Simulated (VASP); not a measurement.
Sb, 1 atom in the cell. The structure is cubic, space group Pm-3m (No. 221). Conventional cell: a = 3.160 Å, b = 3.160 Å, c = 3.160 Å, α = 90.00°, β = 90.00°, γ = 90.00°. Sb (site symmetry m-3m) has 6 Sb at 3.16 Å within 4.2 Å. 

```yaml
Program: VASP 6.6.1
Task: single point
Functional: PBE
Potentials_or_basis: VASP PAW PBE potentials, release 64 (Sb)
Cutoff: 500 eV
k_mesh: 8 × 8 × 8
Occupations: gaussian, width 0.021 eV
Spin: no spin polarisation
Dipole_correction: no
Further_INCAR_settings: ALGO = Normal; EDIFF = 1e-06; NBANDS = 8
```

Potentials or basis: VASP PAW PBE potentials, release 64 (Sb).

Run with:

```console
$ cat potpaw_PBE.64/Sb/POTCAR > POTCAR
$ mpirun -np 1 vasp_std > vasp.out
```

Hardware: 1 thread of Intel Xeon 8259CL (shared host).

Question: Estimate the wall time of this run.

Answer: Run time: 9.9 s on 1 thread of Intel Xeon 8259CL, on a shared host, peak memory 0.14 GiB. Counts: scf iterations 10, k points 35.
